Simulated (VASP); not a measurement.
# LiZn (Fd-3m) in VASP: notebook

LiZn is run at these levels: LDA; tasks: electric field gradients.

Everything below comes from runs of VASP 6.6.1. Logs are shortened: lines on timing, memory, paths and dates and some standing lists are left out, and cuts for length are marked.

## 1. The cell of the first run

The structure is cubic, space group Fd-3m (No. 227). Conventional cell: a = 6.095 Å, b = 6.095 Å, c = 6.095 Å, α = 90.00°, β = 90.00°, γ = 90.00°. Within 3.5 Å of Li (site symmetry -43m) lie 4 Li at 2.64 Å and 10 Zn at 2.64 to 3.05 Å. Within 3.5 Å of Zn (site symmetry -43m) lie 10 Li at 2.64 to 3.05 Å and 4 Zn at 2.64 Å.

## 2. Electric field gradients, LDA (14.15 Å³/atom)

INCAR

```
SYSTEM = LiZn
ALGO = Normal
EDIFF = 1E-8
ENCUT = 520
GGA = CA
ISIF = 2
ISMEAR = -1
LASPH = .True.
LCHARG = .False.
LEFG = .True.
LREAL = .False.
LWAVE = .False.
NBANDS = 23
NELM = 60
PREC = Accurate
SIGMA = 0.08
```

KPOINTS

```
k-points
0
Gamma
  9 9 9
  0 0 0
```

POSCAR

```
LiZn
1.0
    0.0000000000      3.0474923842      3.0474923842
    3.0474923842      0.0000000000      3.0474923842
    3.0474923842      3.0474923842      0.0000000000
Li Zn
2 2
Direct
    0.5000000000      0.5000000000      0.5000000000
    0.7500000000      0.7500000000      0.7500000000
    0.0000000000      0.0000000000      0.0000000000
    0.2500000000      0.2500000000      0.2500000000
```

Potentials or basis: VASP PAW LDA potentials, release 64 (Li_sv, Zn).

Started as:

```console
> cat potpaw_LDA.64/Li_sv/POTCAR potpaw_LDA.64/Zn/POTCAR > POTCAR
> mpirun -np 1 vasp_std > vasp.out
```

OUTCAR:

```text
SYSTEM = LiZn
   EDIFF = 1E-8
   ENCUT = 520
   GGA = CA
   ISIF = 2
   ISMEAR = -1
   LASPH = .True.
   LREAL = .False.
   NELM = 60
   PREC = Accurate

 ion  position               nearest neighbor table
   1  0.500  0.500  0.500-   4 2.64   4 2.64   4 2.64   4 2.64
   2  0.750  0.750  0.750-   3 2.64   3 2.64   3 2.64   3 2.64
   3  0.000  0.000  0.000-   2 2.64   2 2.64   2 2.64   2 2.64   4 2.64   4 2.64   4 2.64   4 2.64

   4  0.250  0.250  0.250-   3 2.64   3 2.64   3 2.64   1 2.64   3 2.64   1 2.64   1 2.64   1 2.64

  LATTYP: Found a face centered cubic cell.
 ALAT       =     6.0949847684

  Lattice vectors:

 A1 = (   0.0000000000,   3.0474923842,   3.0474923842)
 A2 = (   3.0474923842,   0.0000000000,   3.0474923842)
 A3 = (   3.0474923842,   3.0474923842,   0.0000000000)

Analysis of symmetry for initial positions (statically):
=====================================================================
 Subroutine PRICEL returns:
 Original cell was already a primitive cell.

 Routine SETGRP: Setting up the symmetry group for a
 face centered cubic supercell.

 Subroutine GETGRP returns: Found 48 space group operations
 (whereof 24 operations were pure point group operations)
 out of a pool of 48 trial point group operations.

The static configuration has the point symmetry T_d .
 The point group associated with its full space group is O_h .

Analysis of symmetry for dynamics (positions and initial velocities):
=====================================================================
 Subroutine PRICEL returns:
 Original cell was already a primitive cell.

 Routine SETGRP: Setting up the symmetry group for a
 face centered cubic supercell.

 Subroutine GETGRP returns: Found 48 space group operations
 (whereof 24 operations were pure point group operations)
 out of a pool of 48 trial point group operations.

The dynamic configuration has the point symmetry T_d .
 The point group associated with its full space group is O_h .

 Subroutine INISYM returns: Found 48 space group operations
 (whereof 24 operations are pure point group operations),
 and found     1 'primitive' translations

----------------------------------------------------------------------------------------

                                     Primitive cell

  volume of cell :      56.6054

  direct lattice vectors                    reciprocal lattice vectors
     0.000000000  3.047492384  3.047492384    -0.164069319  0.164069319  0.164069319
     3.047492384  0.000000000  3.047492384     0.164069319 -0.164069319  0.164069319
     3.047492384  3.047492384  0.000000000     0.164069319  0.164069319 -0.164069319

  length of vectors
     4.309805061  4.309805061  4.309805061     0.284176396  0.284176396  0.284176396

  position of ions in fractional coordinates (direct lattice)
     0.500000000  0.500000000  0.500000000
     0.750000000  0.750000000  0.750000000
     0.000000000  0.000000000  0.000000000
     0.250000000  0.250000000  0.250000000

  ion indices of the primitive-cell ions
   primitive index   ion index
                 1           1
                 2           2
                 3           3
                 4           4

----------------------------------------------------------------------------------------

 KPOINTS: k-points

Automatic generation of k-mesh.
 Grid dimensions read from file:
 generate k-points for:    9    9    9

 Generating k-lattice:

  Cartesian coordinates                     Fractional coordinates (reciprocal lattice)
    -0.018229924  0.018229924  0.018229924     0.111111111  0.000000000  0.000000000
     0.018229924 -0.018229924  0.018229924     0.000000000  0.111111111  0.000000000
     0.018229924  0.018229924 -0.018229924     0.000000000  0.000000000  0.111111111

  Length of vectors
     0.031575155  0.031575155  0.031575155

[... 39 lines left out ...]
   dimension x,y,z NGXF=    64 NGYF=   64 NGZF=   64
   ions per type =               2   2
   NGX,Y,Z   is equivalent  to a cutoff of  12.34, 12.34, 12.34 a.u.
   NGXF,Y,Z  is equivalent  to a cutoff of  24.69, 24.69, 24.69 a.u.
 SYSTEM =  LiZn
   PREC   = accura    normal or accurate (medium, high low for compatibility)
   ISTART =      0    job   : 0-new  1-cont  2-samecut
   ICHARG =      2    charge: 1-file 2-atom 10-const
   ISPIN  =      1    spin polarized calculation?
   LNONCOLLINEAR =      F non collinear calculations
   LSORBIT =      F    spin-orbit coupling
   LASPH  =      T    aspherical Exc in radial PAW
   ENCUT  =  520.0 eV  38.22 Ry    6.18 a.u.   8.01  8.01  8.01*2*pi/ulx,y,z
   NELM   =     60;   NELMIN=  2; NELMDL= -5     # of ELM steps
   EDIFF  = 0.1E-07   stopping-criterion for ELM
   LREAL  =      F    real-space projection
   EDIFFG = 0.1E-06   stopping-criterion for IOM
   NSW    =      0    number of steps for IOM
   IBRION =     -1    ionic relax: 0-MD 1-quasi-New 2-CG
   NFREE  =      0    steps in history (QN), initial steepest desc. (CG)
   ISIF   =      2    stress and relaxation
   ISYM   =      2    0-nonsym 1-usesym 2-fastsym
   POTIM  = 0.5000    time-step for ionic-motion
   TEBEG  =    0.0;   TEEND  =   0.0 temperature during run
   PSTRESS=    0.0 pullay stress
   NELECT =      30.0000    total number of electrons
   NUPDOWN=      -1.0000    fix difference up-down
   EMIN   =  10.00;   EMAX   =-10.00  energy-range for DOS
   EFERMI =   0.00;   METHOD = LEGACY
   ISMEAR =    -1;   SIGMA  =   0.08  broadening in eV -4-tet -1-fermi 0-gaus
   EFERMI_NEDOS =   21; number of points for ismear=-14 and -15
   IALGO  =     38    algorithm
   IMIX   =      4    mixing-type and parameters
     AMIX     =   0.40;   BMIX     =  1.00
     AMIX_MAG =   1.60;   BMIX_MAG =  1.00
  volume/ion in A,a.u.               =      14.15        95.50
  Fermi-wavevector in a.u.,A,eV,Ry     =   1.324838  2.503580 23.880871  1.755194
  Thomas-Fermi vector in A             =   2.454343
   LORBIT       =      0    0 simple, 1 ext, 2 COOP (PROOUT), +10 PAW based schemes
   GGA     = CA    functional components
   LHFCALC =     F    Hartree Fock is set to
   AEXX    =    0.0000 exact exchange contribution
   IVDW    =     0    specifies the selected vdW correction
   LEPSILON=     F    determine dielectric tensor
   LRPA    =     F    only Hartree local field effects (RPA)
 non-spin polarized calculation
  energy-cutoff  :      520.00
  volume of cell :       56.61
 maximum number of plane-waves:      1544
   NGX = 17   NGY = 17   NGZ = 17

 number of electron      30.0000018 magnetization

 Free energy of the ion-electron system (eV)
  ---------------------------------------------------
  ext. energy  EPLUGINS =         0.00000000
  ---------------------------------------------------
  free energy    TOTEN  =        -8.77037376 eV

  energy without entropy =       -8.74832957  energy(sigma->0) =       -8.75935167

 E-fermi :   2.1292     XC(G=0): -10.2556

 val. band max:        2.0991400274   @ k =   0.3333   0.2222   0.1111
 cond. band min:       2.1359939033   @ k =   0.4444   0.2222   0.0000
 fundamental gap:      0.0368538758
 Fermi energy:         2.1292095819

 k-point     1 :       0.0000    0.0000    0.0000
  band No.  band energies     occupation
      1     -42.8337      2.00000
      2     -42.7668      2.00000
      3      -5.6528      2.00000
      4      -5.3045      2.00000
      5      -5.3045      2.00000
      6      -5.3045      2.00000
[... 613 lines left out ...]
     22      13.6343      0.00000
     23      14.6830      0.00000

 [... further k-points ...]

------------------------ aborting loop because EDIFF is reached ----------------------------------------

  FORCE on cell =-STRESS in cart. coord.  units (eV):
  Direction    XX          YY          ZZ          XY          YZ          ZX
  --------------------------------------------------------------------------------------
  -------------------------------------------------------------------------------------
  Total       -1.2312072     -1.2312072     -1.2312072      0.0000000      0.0000000      0.0000000
  in kB      -34.8484807    -34.8484807    -34.8484807      0.0000000      0.0000000      0.0000000
  external PRESSURE =     -34.8484807 kB  Pullay stress =       0.0000000 kB

 VOLUME and BASIS-vectors are now :
 -----------------------------------------------------------------------------
  energy-cutoff  :      520.00
  volume of cell :       56.61
      direct lattice vectors                 reciprocal lattice vectors
     0.000000000  3.047492384  3.047492384    -0.164069319  0.164069319  0.164069319
     3.047492384  0.000000000  3.047492384     0.164069319 -0.164069319  0.164069319
     3.047492384  3.047492384  0.000000000     0.164069319  0.164069319 -0.164069319

 POSITION                                       TOTAL-FORCE (eV/Angst)
 -----------------------------------------------------------------------------------
      3.04749      3.04749      3.04749        -0.000000      0.000000     -0.000000
      4.57124      4.57124      4.57124         0.000000     -0.000000      0.000000
      0.00000      0.00000      0.00000        -0.000000     -0.000000     -0.000000
      1.52375      1.52375      1.52375         0.000000      0.000000      0.000000
 -----------------------------------------------------------------------------------
    total drift:                               -0.000000      0.000000      0.000000

  FREE ENERGIE OF THE ION-ELECTRON SYSTEM (eV)
  ---------------------------------------------------
  free  energy   TOTEN  =        -8.7703737605 eV

  energy  without entropy=       -8.7483295724  energy(sigma->0) =       -8.75935167

 Electric field gradients (V/A^2)
---------------------------------------------------------------------
 ion       V_xx      V_yy      V_zz      V_xy      V_xz      V_yz
---------------------------------------------------------------------
   1      -0.000    -0.000     0.000     0.006     0.006     0.006
   2      -0.000    -0.000    -0.000     0.006     0.006     0.006
   3       0.000     0.000    -0.000    -0.000    -0.000    -0.000
   4       0.000     0.000    -0.000    -0.000    -0.000    -0.000
---------------------------------------------------------------------

 Electric field gradients after diagonalization (V/A^2)
 (convention: |V_zz| > |V_xx| > |V_yy|)
----------------------------------------------------------------------
 ion       V_xx      V_yy      V_zz     asymmetry (V_yy - V_xx)/ V_zz
----------------------------------------------------------------------
   1      -0.006    -0.006     0.013       0.000
   2      -0.006    -0.006     0.013       0.000
   3       0.000     0.000    -0.000       0.000
   4       0.000     0.000    -0.000       0.000
----------------------------------------------------------------------

           NMR quadrupolar parameters

 Cq : quadrupolar parameter    Cq=e*Q*V_zz/h
 eta: asymmetry parameters     (V_yy - V_xx)/ V_zz
 Q  : nuclear electric quadrupole moment in mb (millibarn)
----------------------------------------------------------------------
 ion       Cq(MHz)       eta       Q (mb)
----------------------------------------------------------------------
   1       0.000       0.000       1.000
   2       0.000       0.000       1.000
   3      -0.000       0.000       1.000
   4      -0.000       0.000       1.000
----------------------------------------------------------------------
```

Wall time 53 s (1 thread of Intel Xeon 8259CL, shared host); peak memory 0.17 GiB.

What came out:

| Property | Result |
| --- | --- |
| Free energy | -8.7704 eV |
| Band gap on the k mesh | zero (bands 15 and 16 overlap by 4.67 eV) |
| Largest electric field gradient by atom | zero within the noise of the run |

Levels at points of the mesh, in eV from the Fermi level:
```tsv
k point	band 11	band 12	band 13	band 14	band 15	band 16	band 17	band 18	band 19	band 20
(0.00, 0.00, 0.00)	-7.00	-6.80	-6.80	3.54	3.54	3.54	3.65	3.65	3.65	5.26
```

Caveat: the cutoff is under 1.25 times the usual one of these potentials, so pressure, stress and relaxed cells hold a basis-set (Pulay) error.

## 3. Electric field gradients, LDA (14.75 Å³/atom)

This run uses another cell than the first one, of 14.75 Å³/atom.

INCAR

```
SYSTEM = LiZn
PREC = Accurate
ENCUT = 520
EDIFF = 1E-8
ISMEAR = -1
SIGMA = 0.08
LREAL = .FALSE.
LASPH = .TRUE.
NELM = 60
ALGO = Normal
ISIF = 2
LWAVE = .FALSE.
LCHARG = .FALSE.
LEFG = .TRUE.
NBANDS = 23
```

KPOINTS

```
Automatic mesh
0
G
  9 9 9
  0 0 0
```

POSCAR

```
LiZn
1.0
    0.0000000000      3.0901201762      3.0901201762
    3.0901201762      0.0000000000      3.0901201762
    3.0901201762      3.0901201762      0.0000000000
Li Zn
2 2
Direct
    0.5000000000      0.5000000000      0.5000000000
    0.7500000000      0.7500000000      0.7500000000
    0.0000000000      0.0000000000      0.0000000000
    0.2500000000      0.2500000000      0.2500000000
```

Potentials or basis: VASP PAW LDA potentials, release 64 (Li_sv, Zn).

Started as:

```console
> cat potpaw_LDA.64/Li_sv/POTCAR potpaw_LDA.64/Zn/POTCAR > POTCAR
> mpirun -np 1 vasp_std > vasp.out
```

OUTCAR:

```text
SYSTEM = LiZn
   PREC = Accurate
   ENCUT = 520
   EDIFF = 1E-8
   ISMEAR = -1
   LREAL = .FALSE.
   LASPH = .TRUE.
   NELM = 60
   ISIF = 2

 ion  position               nearest neighbor table
   1  0.500  0.500  0.500-   4 2.68   4 2.68   4 2.68   4 2.68
   2  0.750  0.750  0.750-   3 2.68   3 2.68   3 2.68   3 2.68
   3  0.000  0.000  0.000-   2 2.68   2 2.68   2 2.68   2 2.68   4 2.68   4 2.68   4 2.68   4 2.68

   4  0.250  0.250  0.250-   3 2.68   3 2.68   3 2.68   1 2.68   3 2.68   1 2.68   1 2.68   1 2.68

  LATTYP: Found a face centered cubic cell.
 ALAT       =     6.1802403524

[... 855 lines left out ...]
 ion       V_xx      V_yy      V_zz      V_xy      V_xz      V_yz
---------------------------------------------------------------------
   1      -0.000    -0.000    -0.000    -0.004    -0.004    -0.004
   2      -0.000    -0.000    -0.000    -0.004    -0.004    -0.004
   3      -0.000    -0.000    -0.000    -0.005    -0.005    -0.005
   4      -0.000    -0.000    -0.000    -0.005    -0.005    -0.005
---------------------------------------------------------------------

 Electric field gradients after diagonalization (V/A^2)
 (convention: |V_zz| > |V_xx| > |V_yy|)
----------------------------------------------------------------------
 ion       V_xx      V_yy      V_zz     asymmetry (V_yy - V_xx)/ V_zz
----------------------------------------------------------------------
   1       0.004     0.004    -0.007       0.000
   2       0.004     0.004    -0.007       0.000
   3       0.005     0.005    -0.009       0.000
   4       0.005     0.005    -0.009       0.000
----------------------------------------------------------------------

           NMR quadrupolar parameters

 Cq : quadrupolar parameter    Cq=e*Q*V_zz/h
 eta: asymmetry parameters     (V_yy - V_xx)/ V_zz
 Q  : nuclear electric quadrupole moment in mb (millibarn)
----------------------------------------------------------------------
 ion       Cq(MHz)       eta       Q (mb)
----------------------------------------------------------------------
   1      -0.000       0.000       1.000
   2      -0.000       0.000       1.000
   3      -0.000       0.000       1.000
   4      -0.000       0.000       1.000
----------------------------------------------------------------------
```

Run time: 81 s. Hardware: 1 thread of Intel Xeon 8259CL, shared host; peak memory 0.19 GiB.

Results:

* Free energy: -8.7077 eV
* Band gap on the k mesh: zero (bands 15 and 16 overlap by 4.53 eV)
* Largest electric field gradient by atom: zero within the noise of the run

Levels at points of the mesh, in eV from the Fermi level:
```
           k point  band 11  band 12  band 13  band 14  band 15  band 16  band 17  band 18  band 19  band 20
(0.00, 0.00, 0.00)    -6.97    -6.79    -6.79     3.43     3.43     3.43     3.55     3.55     3.55     4.85
```

Caveat: the cutoff is under 1.25 times the usual one of these potentials, so pressure, stress and relaxed cells hold a basis-set (Pulay) error.
